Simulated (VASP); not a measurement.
# La (Im-3m) in VASP: further runs, part 2 of 2

VASP 6.6.1. The steps go on from the part before.

**4. Relaxation of cell and atoms, LDA, target pressure 15 GPa, at which the enthalpy is minimised**

This run uses another cell than the first one, of 37.31 Å³/atom.

File INCAR:

```
SYSTEM = La
  ALGO = Normal
  EDIFF = 1E-7
  EDIFFG = -0.03
  ENCUT = 500
  GGA_COMPAT = .FALSE.
  IBRION = 2
  ISIF = 3
  ISMEAR = 0
  LASPH = .TRUE.
  LCHARG = .FALSE.
  LMAXMIX = 6
  LREAL = .FALSE.
  LWAVE = .FALSE.
  NELM = 200
  NELMIN = 4
  NSW = 80
  PREC = Accurate
  PSTRESS = 150.0
  SIGMA = 0.05
```

File KPOINTS:

```
k-points
0
G
  15 15 15
  0 0 0
```

File POSCAR:

```
La
1.0
   -2.1050000000      2.1050000000      2.1050000000
    2.1050000000     -2.1050000000      2.1050000000
    2.1050000000      2.1050000000     -2.1050000000
La
1
Direct
    0.0000000000      0.0000000000      0.0000000000
```

Potentials or basis: VASP PAW LDA potentials, release 64 (La).

Command:

```
cat potpaw_LDA.64/La/POTCAR > POTCAR
mpirun -np 1 vasp_std > vasp.out
```

OUTCAR:

```text
SYSTEM = La
   EDIFF = 1E-7
   EDIFFG = -0.03
   ENCUT = 500
   IBRION = 2
   ISIF = 3
   ISMEAR = 0
   LASPH = .TRUE.
   LREAL = .FALSE.
   NELM = 200
   NELMIN = 4
   NSW = 80
   PREC = Accurate
   PSTRESS = 150.0

 ion  position               nearest neighbor table
   1  0.000  0.000  0.000-

  LATTYP: Found a body centered cubic cell.
 ALAT       =     4.2100000000

  Lattice vectors:

 A1 = (  -2.1050000000,   2.1050000000,   2.1050000000)
 A2 = (   2.1050000000,  -2.1050000000,   2.1050000000)
 A3 = (   2.1050000000,   2.1050000000,  -2.1050000000)

Analysis of symmetry for initial positions (statically):
=====================================================================
 Subroutine PRICEL returns:
 Original cell was already a primitive cell.

 Routine SETGRP: Setting up the symmetry group for a
 body centered cubic supercell.

 Subroutine GETGRP returns: Found 48 space group operations
 (whereof 48 operations were pure point group operations)
 out of a pool of 48 trial point group operations.

The static configuration has the point symmetry O_h .

Analysis of symmetry for dynamics (positions and initial velocities):
=====================================================================
 Subroutine PRICEL returns:
 Original cell was already a primitive cell.

 Routine SETGRP: Setting up the symmetry group for a
 body centered cubic supercell.

 Subroutine GETGRP returns: Found 48 space group operations
 (whereof 48 operations were pure point group operations)
 out of a pool of 48 trial point group operations.

The dynamic configuration has the point symmetry O_h .

 Subroutine INISYM returns: Found 48 space group operations
 (whereof 48 operations are pure point group operations),
 and found     1 'primitive' translations

----------------------------------------------------------------------------------------

                                     Primitive cell

  volume of cell :      37.3092

[... 89 lines left out ...]
   NSW    =     80    number of steps for IOM
   IBRION =      2    ionic relax: 0-MD 1-quasi-New 2-CG
   NFREE  =      1    steps in history (QN), initial steepest desc. (CG)
   ISIF   =      3    stress and relaxation
   ISYM   =      2    0-nonsym 1-usesym 2-fastsym
   POTIM  = 0.5000    time-step for ionic-motion
   TEBEG  =    0.0;   TEEND  =   0.0 temperature during run
   PSTRESS=  150.0 pullay stress
   NELECT =      11.0000    total number of electrons
   NUPDOWN=      -1.0000    fix difference up-down
   EMIN   =  10.00;   EMAX   =-10.00  energy-range for DOS
   EFERMI =   0.00;   METHOD = LEGACY
   ISMEAR =     0;   SIGMA  =   0.05  broadening in eV -4-tet -1-fermi 0-gaus
   EFERMI_NEDOS =   21; number of points for ismear=-14 and -15
   IALGO  =     38    algorithm
   IMIX   =      4    mixing-type and parameters
     AMIX     =   0.40;   BMIX     =  1.00
     AMIX_MAG =   1.60;   BMIX_MAG =  1.00
  volume/ion in A,a.u.               =      37.31       251.78
  Fermi-wavevector in a.u.,A,eV,Ry     =   1.089600  2.059045 16.153210  1.187227
  Thomas-Fermi vector in A             =   2.225806
   LORBIT       =      0    0 simple, 1 ext, 2 COOP (PROOUT), +10 PAW based schemes
   GGA     = CA    functional components
   LHFCALC =     F    Hartree Fock is set to
   AEXX    =    0.0000 exact exchange contribution
   IVDW    =     0    specifies the selected vdW correction
   LEPSILON=     F    determine dielectric tensor
   LRPA    =     F    only Hartree local field effects (RPA)
 conjugate gradient relaxation of ions
 non-spin polarized calculation
 Gauss-broadening in eV      SIGMA  =   0.05
  energy-cutoff  :      500.00
  volume of cell :       37.31
 maximum number of plane-waves:       961
   NGX = 13   NGY = 13   NGZ = 13

--------------------------------------- Ionic step        1  -------------------------------------------

 number of electron      11.0000001 magnetization

 Free energy of the ion-electron system (eV)
  ---------------------------------------------------
  ext. energy  EPLUGINS =         0.00000000
  ---------------------------------------------------
  free energy    TOTEN  =        -5.38511865 eV

  energy without entropy =       -5.37902085  energy(sigma->0) =       -5.38206975

 E-fermi :   7.6063     XC(G=0):  -9.7466

 val. band max:        7.6058676361   @ k =  -0.3333  -0.4000   0.0667
 cond. band min:       7.6091107178   @ k =  -0.4000   0.4000   0.0667
 fundamental gap:      0.0032430817
 Fermi energy:         7.6063160245

 k-point     1 :       0.0000    0.0000    0.0000
  band No.  band energies     occupation
      1     -25.1723      2.00000
      2      -8.1532      2.00000
      3      -8.1532      2.00000
      4      -8.1532      2.00000
      5       4.4073      2.00000
      6       8.9334      0.00000
      7       8.9334      0.00000
      8       8.9335      0.00000
      9       9.0617      0.00000
[... 460 lines left out ...]
--------------------------------------- Ionic step        6  -------------------------------------------

 number of electron      11.0000000 magnetization

 Free energy of the ion-electron system (eV)
  ---------------------------------------------------
  ext. energy  EPLUGINS =         0.00000000
  ---------------------------------------------------
  free energy    TOTEN  =        -5.10588717 eV

  energy without entropy =       -5.10299806  energy(sigma->0) =       -5.10444262

 E-fermi :  12.6451     XC(G=0): -11.6862

 val. band max:       12.6285632127   @ k =   0.2000   0.1333   0.1333
 cond. band min:      12.6643307287   @ k =   0.1333   0.1333   0.0667
 fundamental gap:      0.0357675161
 Fermi energy:        12.6450762398

 k-point     1 :       0.0000    0.0000    0.0000
  band No.  band energies     occupation
      1     -20.0618      2.00000
      2      -1.2533      2.00000
      3      -1.2533      2.00000
      4      -1.2533      2.00000
      5      10.7936      2.00000
      6      14.3814      0.00000
      7      14.3814      0.00000
      8      14.3814      0.00000
      9      14.6145      0.00000
[... 308 lines left out ...]
  energy  without entropy=       -5.1029980649  energy(sigma->0) =       -5.10444262

  enthalpy is  TOTEN    =        -2.8648711488 eV   P V=        2.2410160219

 reached required accuracy - stopping structural energy minimisation
```

OSZICAR:

```text
N       E                     dE             d eps       ncg     rms          rms(c)
DAV:   1     0.980387331153E+02    0.98039E+02   -0.37757E+03  2160   0.152E+03
DAV:   2     0.404008416390E+00   -0.97635E+02   -0.96684E+02  3280   0.203E+02
DAV:   3    -0.501405864775E+01   -0.54181E+01   -0.51565E+01  3081   0.803E+01
[... 60 lines left out ...]
DAV:   3    -0.510588386268E+01    0.29718E-03   -0.16062E-03  3876   0.499E-01    0.246E-02
DAV:   4    -0.510588351101E+01    0.35167E-06   -0.54372E-05  3503   0.809E-02    0.155E-02
DAV:   5    -0.510588715264E+01   -0.36416E-05   -0.24700E-05  3596   0.423E-02    0.675E-03
DAV:   6    -0.510588719646E+01   -0.43817E-07   -0.28479E-06  3614   0.226E-02    0.133E-03
DAV:   7    -0.510588717070E+01    0.25755E-07   -0.86914E-08  2352   0.333E-03
   6 F= -.28648711E+01 E0= -.28634266E+01  d E =-.192885E-04
```

CONTCAR:

```text
La
   1.00000000000000
    -1.8155216456096830    1.8155216456096830    1.8155216456096830
     1.8155216456096830   -1.8155216456096830    1.8155216456096830
     1.8155216456096830    1.8155216456096830   -1.8155216456096830
  La
     1
Direct
     0.0000000000000000    0.0000000000000000    0.0000000000000000

  0.00000000E+00  0.00000000E+00  0.00000000E+00
```

Run time: 84 s. Hardware: 1 thread of Intel Xeon 6975P-C (Granite Rapids), shared host; peak memory 0.2 GiB.

Results:

| Quantity | Value |
| --- | --- |
| Free energy | -5.1059 eV |
| Relaxed volume | 23.94 Å³/atom |
| Relaxed cell | a = 3.145 Å, b = 3.145 Å, c = 3.145 Å, α = 109.47°, β = 109.47°, γ = 109.47° |
| Space group after relaxing (to 0.1 Å) | Im-3m (No. 229) |
| Energy change on relaxing (the run minimises the enthalpy) | +279.2 meV/atom |
| Ionic steps | 6 |
| Pressure after relaxing | 14.8 GPa |
| Band gap on the k mesh | zero (an odd number of electrons rules out a gap without spin polarisation) |

Step by step:
```
step  energy change (eV)  largest force (eV/Å)  pressure (GPa)  volume (Å³)
   1              0.0000                0.0000           -3.31        37.31
   2              1.2033                0.0000           49.50        18.69
   3              0.2368                0.0000           13.26        24.42
   4              0.2700                0.0000           14.47        24.04
   5              0.2910                0.0000           15.26        23.81
   6              0.2792                0.0000           14.82        23.94
```

Final structure:
```
La
1.0
    -1.81552    1.81552    1.81552
     1.81552   -1.81552    1.81552
     1.81552    1.81552   -1.81552
La
1
Direct
  0.00000 0.00000 0.00000
```

Caveat: the cell is relaxed towards a set pressure, so the run minimises the enthalpy, not the energy; the volume moved by over 15 % at a fixed basis, so the end points are rough; spin-orbit coupling is left out, which moves the levels of the heavy elements.

**5. Summary**

| task | cell | gap on the mesh (eV) | pressure (GPa) |
| --- | --- | --- | --- |
| single point | a = 3.499 Å, angles 109.5°, 1 atom | none | -0.1 |
| relaxation of cell and atoms | relaxed from a = 3.646 Å, angles 109.5°, 1 atom | none | 0.0 |
| relaxation of cell and atoms | relaxed to 15 GPa from a = 3.646 Å, angles 109.5°, 1 atom | none | 14.8 |

Alike in all rows: level LDA; potentials or basis VASP PAW LDA potentials, release 64 (La); no spin polarisation; k mesh 15 × 15 × 15; cutoff (eV) 500; smearing gaussian 0.05 eV.

Caveats: spin-orbit coupling is left out, which moves the levels of the heavy elements; the cell is relaxed towards a set pressure, so the run minimises the enthalpy, not the energy (at least some runs); the volume moved by over 15 % at a fixed basis, so the end points are rough (at least some runs).

Absolute energies hang on the potentials; compare differences alone.
